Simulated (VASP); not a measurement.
# Be2Ru in VASP: notebook

Runs on Be2Ru. Level: PBE. Tasks: single point.

All numbers are computed with VASP 6.6.1; they aren't measurements. Logs are shortened: lines on timing, memory, paths and dates and some standing lists are left out, and cuts for length are marked.

## Step 1: The cell of the first run

The cell holds a sheet with vacuum, 3 atoms: a = 2.579 Å, b = 2.579 Å, c = 30.884 Å, α = 90.00°, β = 90.00°, γ = 120.00°.

The cell was built from a structure type or drawn by symmetry, and may not be a known phase.

## Step 2: Single point, PBE

Input file INCAR:

```
  PREC = Accurate
  ENCUT = 520
  EDIFF = 1E-6
  ISMEAR = 0
  SIGMA = 0.1
  LREAL = F
  LASPH = T
  NELM = 120
  ALGO = Normal
  ISIF = 2
  LWAVE = F
  LCHARG = F
  LDIPOL = T
  IDIPOL = 3
  DIPOL = 0.5 0.5 0.275
  GGA = PE
  NBANDS = 16
  GGA_COMPAT = F
  NELMDL = -8
```

Input file KPOINTS:

```
Automatic mesh
0
Gamma
  6 6 1
```

Input file POSCAR:

```
Be2Ru
1.0
    2.5791999350      0.0000000000      0.0000000000
   -1.2895999675      2.2336526652      0.0000000000
    0.0000000000      0.0000000000     30.8837557773
Be Ru
2 1
Direct
    0.3333333333      0.6666666667      0.3354751914
    0.6666666667      0.3333333333      0.2149759947
    0.0000000000      0.0000000000      0.2752255930
```

Potentials or basis: VASP PAW PBE potentials, release 64 (Be, Ru_pv).

Launch:

```bash
$ cat potpaw_PBE.64/Be/POTCAR potpaw_PBE.64/Ru_pv/POTCAR > POTCAR
$ mpirun -np 1 vasp_std > vasp.out
```

OUTCAR:

```text
PREC = Accurate
   ENCUT = 520
   EDIFF = 1E-6
   ISMEAR = 0
   LREAL = F
   LASPH = T
   NELM = 120
   ISIF = 2
   GGA = PE
   NELMDL = -8

 ion  position               nearest neighbor table
   1  0.333  0.667  0.335-   3 2.38   3 2.38   3 2.38
   2  0.667  0.333  0.215-   3 2.38   3 2.38   3 2.38
   3  0.000  0.000  0.275-   2 2.38   2 2.38   2 2.38   1 2.38   1 2.38   1 2.38

  LATTYP: Found a hexagonal cell.
 ALAT       =     2.5791999350
 C/A-ratio  =    11.9741611956

  Lattice vectors:

 A1 = (   2.5791999350,   0.0000000000,   0.0000000000)
 A2 = (  -1.2895999675,   2.2336526652,   0.0000000000)
 A3 = (   0.0000000000,   0.0000000000,  30.8837557773)

Analysis of symmetry for initial positions (statically):
=====================================================================
 Subroutine PRICEL returns:
 Original cell was already a primitive cell.

 Routine SETGRP: Setting up the symmetry group for a
 hexagonal supercell.

 Subroutine GETGRP returns: Found 12 space group operations
 (whereof  6 operations were pure point group operations)
 out of a pool of 24 trial point group operations.

The static configuration has the point symmetry C_3v.
 The point group associated with its full space group is D_3d.

Analysis of symmetry for dynamics (positions and initial velocities):
=====================================================================
 Subroutine PRICEL returns:
 Original cell was already a primitive cell.

 Routine SETGRP: Setting up the symmetry group for a
 hexagonal supercell.

 Subroutine GETGRP returns: Found 12 space group operations
 (whereof  6 operations were pure point group operations)
 out of a pool of 24 trial point group operations.

The dynamic configuration has the point symmetry C_3v.
 The point group associated with its full space group is D_3d.

 Subroutine INISYM returns: Found 12 space group operations
 (whereof  6 operations are pure point group operations),
 and found     1 'primitive' translations

----------------------------------------------------------------------------------------

                                     Primitive cell

  volume of cell :     177.9225

  direct lattice vectors                    reciprocal lattice vectors
     2.579199935  0.000000000  0.000000000     0.387717131  0.223848590  0.000000000
    -1.289599968  2.233652665  0.000000000     0.000000000  0.447697180  0.000000000
     0.000000000  0.000000000 30.883755777     0.000000000  0.000000000  0.032379482

  length of vectors
     2.579199935  2.579199935 30.883755777     0.447697180  0.447697180  0.032379482

  position of ions in fractional coordinates (direct lattice)
     0.333333333  0.666666667  0.335475191
     0.666666667  0.333333333  0.214975995
     0.000000000  0.000000000  0.275225593

  ion indices of the primitive-cell ions
   primitive index   ion index
                 1           1
                 2           2
                 3           3

----------------------------------------------------------------------------------------

 KPOINTS: Automatic mesh

Automatic generation of k-mesh.
 Grid dimensions read from file:
 generate k-points for:    6    6    1

 Generating k-lattice:

  Cartesian coordinates                     Fractional coordinates (reciprocal lattice)
     0.064619522  0.037308098  0.000000000     0.166666667  0.000000000  0.000000000
     0.000000000  0.074616197  0.000000000     0.000000000  0.166666667  0.000000000
     0.000000000  0.000000000  0.032379482     0.000000000  0.000000000  1.000000000

  Length of vectors
     0.074616197  0.074616197  0.032379482

  Shift w.r.t. Gamma in fractional coordinates (k-lattice)
     0.000000000  0.000000000  0.000000000

 Subroutine IBZKPT returns following result:
 ===========================================

 Found      7 irreducible k-points:

 Following reciprocal coordinates:
            Coordinates               Weight
  0.000000  0.000000  0.000000      1.000000
  0.166667  0.000000  0.000000      6.000000
  0.333333  0.000000  0.000000      6.000000
  0.500000 -0.000000  0.000000      3.000000
  0.166667  0.166667  0.000000      6.000000
  0.333333  0.166667  0.000000     12.000000
  0.333333  0.333333  0.000000      2.000000
   k-points           NKPTS =      7   k-points in BZ     NKDIM =      7   number of bands    NBANDS=     16
   number of dos      NEDOS =    301   number of ions     NIONS =      3
   total plane-waves  NPLWV =  96000
   dimension x,y,z NGX =    20 NGY =   20 NGZ =  240
   dimension x,y,z NGXF=    40 NGYF=   40 NGZF=  480
   ions per type =               2   1
   NGX,Y,Z   is equivalent  to a cutoff of  12.89, 12.89, 12.92 a.u.
   NGXF,Y,Z  is equivalent  to a cutoff of  25.78, 25.78, 25.84 a.u.
 SYSTEM =  unknown system
   PREC   = accura    normal or accurate (medium, high low for compatibility)
   ISTART =      0    job   : 0-new  1-cont  2-samecut
   ICHARG =      2    charge: 1-file 2-atom 10-const
   ISPIN  =      1    spin polarized calculation?
   LNONCOLLINEAR =      F non collinear calculations
   LSORBIT =      F    spin-orbit coupling
   LASPH  =      T    aspherical Exc in radial PAW
   ENCUT  =  520.0 eV  38.22 Ry    6.18 a.u.   4.80  4.80 57.42*2*pi/ulx,y,z
   NELM   =    120;   NELMIN=  2; NELMDL= -8     # of ELM steps
   EDIFF  = 0.1E-05   stopping-criterion for ELM
   LREAL  =      F    real-space projection
   EDIFFG = 0.1E-04   stopping-criterion for IOM
   NSW    =      0    number of steps for IOM
   IBRION =     -1    ionic relax: 0-MD 1-quasi-New 2-CG
   NFREE  =      0    steps in history (QN), initial steepest desc. (CG)
   ISIF   =      2    stress and relaxation
   ISYM   =      2    0-nonsym 1-usesym 2-fastsym
   POTIM  = 0.5000    time-step for ionic-motion
   TEBEG  =    0.0;   TEEND  =   0.0 temperature during run
   PSTRESS=    0.0 pullay stress
   NELECT =      18.0000    total number of electrons
   NUPDOWN=      -1.0000    fix difference up-down
   EMIN   =  10.00;   EMAX   =-10.00  energy-range for DOS
   EFERMI =   0.00;   METHOD = LEGACY
   ISMEAR =     0;   SIGMA  =   0.10  broadening in eV -4-tet -1-fermi 0-gaus
   EFERMI_NEDOS =   21; number of points for ismear=-14 and -15
   IALGO  =     38    algorithm
   IMIX   =      4    mixing-type and parameters
     AMIX     =   0.40;   BMIX     =  1.00
     AMIX_MAG =   1.60;   BMIX_MAG =  1.00
  volume/ion in A,a.u.               =      59.31       400.23
  Fermi-wavevector in a.u.,A,eV,Ry     =   0.762820  1.441521  7.917154  0.581894
  Thomas-Fermi vector in A             =   1.862366
   LORBIT       =      0    0 simple, 1 ext, 2 COOP (PROOUT), +10 PAW based schemes
   GGA     = PE    functional components
   LHFCALC =     F    Hartree Fock is set to
   AEXX    =    0.0000 exact exchange contribution
   IVDW    =     0    specifies the selected vdW correction
   LEPSILON=     F    determine dielectric tensor
   LRPA    =     F    only Hartree local field effects (RPA)
 non-spin polarized calculation
 Gauss-broadening in eV      SIGMA  =   0.10
  energy-cutoff  :      520.00
  volume of cell :      177.92
 maximum number of plane-waves:      4807
 NGX is ok and might be reduce to    20
   NGX =  9   NGY =  9   NGZ =115

 dipolmoment           0.000000      0.000000     -0.000002 electrons x Angstroem

 number of electron      17.9999999 magnetization

 dipolmoment           0.000000      0.000000      0.000001 electrons x Angstroem

 Free energy of the ion-electron system (eV)
  ---------------------------------------------------
  ext. energy  EPLUGINS =         0.00000000
  ---------------------------------------------------
  free energy    TOTEN  =       -15.28361735 eV

  energy without entropy =      -15.27142555  energy(sigma->0) =      -15.27752145

 E-fermi :  -2.4365     XC(G=0):  -2.7837

 val. band max:       -2.5064086459   @ k =   0.3333   0.1667   0.0000
 cond. band min:      -1.9965312496   @ k =   0.1667   0.0000   0.0000
 fundamental gap:      0.5098773963
 Fermi energy:        -2.4365410121

 k-point     1 :       0.0000    0.0000    0.0000
  band No.  band energies     occupation
      1     -44.9061      2.00000
      2     -44.4816      2.00000
      3     -44.4816      2.00000
      4     -10.4399      2.00000
      5      -8.1258      2.00000
      6      -7.5043      2.00000
[... 8 lines left out ...]
     15       2.5241      0.00000
     16       2.8949      0.00000

 k-point     2 :       0.1667    0.0000    0.0000
  band No.  band energies     occupation
      1     -44.8591      2.00000
      2     -44.7869      2.00000
      3     -44.5517      2.00000
      4      -9.5757      2.00000
      5      -7.8426      2.00000
      6      -6.7887      2.00000
[... 8 lines left out ...]
     15       3.3549      0.00000
     16       3.7525      0.00000

 k-point     3 :       0.3333    0.0000    0.0000
  band No.  band energies     occupation
      1     -45.3726      2.00000
      2     -44.7640      2.00000
      3     -44.6898      2.00000
      4      -8.1243      2.00000
      5      -7.6175      2.00000
      6      -6.6552      2.00000
[... 8 lines left out ...]
     15       5.3523      0.00000
     16       5.6420      0.00000

 k-point     4 :       0.5000   -0.0000    0.0000
  band No.  band energies     occupation
      1     -45.6541      2.00000
      2     -44.7577      2.00000
      3     -44.7160      2.00000
      4      -8.3080      2.00000
      5      -7.6708      2.00000
      6      -5.3188      2.00000
[... 8 lines left out ...]
     15       6.2435      0.00000
     16       6.7098      0.00000

 k-point     5 :       0.1667    0.1667    0.0000
  band No.  band energies     occupation
      1     -45.1726      2.00000
      2     -44.7879      2.00000
      3     -44.7156      2.00000
      4      -8.1413      2.00000
      5      -7.5426      2.00000
      6      -6.0851      2.00000
[... 8 lines left out ...]
     15       5.0066      0.00000
     16       5.3965      0.00000

 k-point     6 :       0.3333    0.1667    0.0000
  band No.  band energies     occupation
      1     -45.5082      2.00000
      2     -44.9170      2.00000
      3     -44.7161      2.00000
      4      -7.4504      2.00000
      5      -7.0844      2.00000
      6      -5.6415      2.00000
[... 8 lines left out ...]
     15       5.2053      0.00000
     16       6.2634      0.00000

 k-point     7 :       0.3333    0.3333    0.0000
  band No.  band energies     occupation
      1     -45.3065      2.00000
      2     -45.3065      2.00000
      3     -44.6921      2.00000
      4      -6.2178      2.00000
      5      -6.2178      2.00000
      6      -5.3324      2.00000
[... 8 lines left out ...]
     15       5.5339      0.00000
     16       5.5339      0.00000

------------------------ aborting loop because EDIFF is reached ----------------------------------------

 vacuum level on the upper side and lower side of the slab       (xc-potential included)        -0.008        -0.008

  FORCE on cell =-STRESS in cart. coord.  units (eV):
  Direction    XX          YY          ZZ          XY          YZ          ZX
  --------------------------------------------------------------------------------------
  -------------------------------------------------------------------------------------
  Total        0.0533493      0.0533493     -0.0207241      0.0000000      0.0000000      0.0000000
  in kB        0.4804066      0.4804066     -0.1866189      0.0000000      0.0000000      0.0000000
  external PRESSURE =       0.2580647 kB  Pullay stress =       0.0000000 kB

 VOLUME and BASIS-vectors are now :
 -----------------------------------------------------------------------------
  energy-cutoff  :      520.00
  volume of cell :      177.92
      direct lattice vectors                 reciprocal lattice vectors
     2.579199935  0.000000000  0.000000000     0.387717131  0.223848590  0.000000000
    -1.289599968  2.233652665  0.000000000     0.000000000  0.447697180  0.000000000
     0.000000000  0.000000000 30.883755777     0.000000000  0.000000000  0.032379482

 POSITION                                       TOTAL-FORCE (eV/Angst)
 -----------------------------------------------------------------------------------
     -0.00000      1.48910     10.36073        -0.000000      0.000000     -0.001810
      1.28960      0.74455      6.63927         0.000000      0.000000      0.001810
      0.00000      0.00000      8.50000         0.000000      0.000000      0.000000
 -----------------------------------------------------------------------------------
    total drift:                               -0.000000     -0.000000      0.000078

  FREE ENERGIE OF THE ION-ELECTRON SYSTEM (eV)
  ---------------------------------------------------
  free  energy   TOTEN  =       -15.2836173514 eV

  energy  without entropy=      -15.2714255456  energy(sigma->0) =      -15.27752145

 vacuum level on the upper side and lower side of the slab         2.438         2.438
```

Run time: 82 s. Hardware: 1 thread of Intel Xeon 8259CL, shared host; peak memory 0.29 GiB.

What came out:

```
Free energy            : -15.2836 eV
Band gap on the k mesh : zero (bands 9 and 10 overlap by 1.94 eV)
```

Levels at points of the mesh, in eV from the Fermi level:
| k point | band 7 | band 8 | band 9 | band 10 | band 11 | band 12 |
| --- | --- | --- | --- | --- | --- | --- |
| (0.00, 0.00, 0.00) | -2.10 | -2.10 | -1.28 | -0.19 | 0.76 | 0.76 |
| (0.50, 0.00, 0.00) | -1.39 | -0.44 | 0.47 | 2.68 | 2.76 | 3.78 |

Caveat: the k points lie up to 0.47 Å⁻¹ apart, too coarse for converged energies and pressures of a metal.

## Step 3: Single point, PBE, collinear spin, ferromagnetic start

Input file INCAR:

```
SYSTEM = Be2Ru
PREC = Accurate ; ENCUT = 520
EDIFF = 1E-6 ; ISMEAR = 0
SIGMA = 0.1 ; LREAL = .FALSE.
LASPH = .TRUE. ; NELM = 200
ALGO = Normal ; ISIF = 2
LWAVE = .FALSE. ; LCHARG = .TRUE.
ISPIN = 2 ; MAGMOM = 0 0 1
LORBIT = 11 ; LMAXMIX = 4
LDIPOL = .TRUE. ; IDIPOL = 3
DIPOL = 0.5 0.5 0.275 ; GGA = PE
LELF = .TRUE. ; LVHAR = .TRUE.
LVACPOTAV = .TRUE. ; NBANDS = 20
GGA_COMPAT = .FALSE. ; NELMDL = -8
```

Input file KPOINTS:

```
regular mesh
0
G
  6 6 1
  0 0 0
```

POSCAR is that of step 2.

Potentials or basis: VASP PAW PBE potentials, release 64 (Be, Ru_pv).

Launch:

```bash
$ cat potpaw_PBE.64/Be/POTCAR potpaw_PBE.64/Ru_pv/POTCAR > POTCAR
$ mpirun -np 1 vasp_std > vasp.out
```

Wall time 4.8 min (1 thread of Intel Xeon 8259CL, shared host); peak memory 0.38 GiB.

It converged, with:

```
Free energy                                           : -15.2836 eV
Band gap on the k mesh                                : zero (filled and empty bands overlap)
Net moment                                            : 0.00 μB per cell
Valence electrons inside the program's atomic spheres : Be 0.91; Ru 12.88
```

Levels at points of the mesh, in eV from the Fermi level:
Spin up:
| k point | band 7 | band 8 | band 9 | band 10 | band 11 | band 12 |
| --- | --- | --- | --- | --- | --- | --- |
| (0.00, 0.00, 0.00) | -2.10 | -2.10 | -1.28 | -0.19 | 0.76 | 0.76 |
| (0.50, 0.00, 0.00) | -1.39 | -0.44 | 0.47 | 2.68 | 2.76 | 3.78 |
Spin down:
```tsv
k point	band 7	band 8	band 9	band 10	band 11	band 12
(0.00, 0.00, 0.00)	-2.10	-2.10	-1.28	-0.19	0.76	0.76
(0.50, 0.00, 0.00)	-1.39	-0.44	0.47	2.68	2.76	3.78
```

Caveat: the k points lie up to 0.47 Å⁻¹ apart, too coarse for converged energies and pressures of a metal.
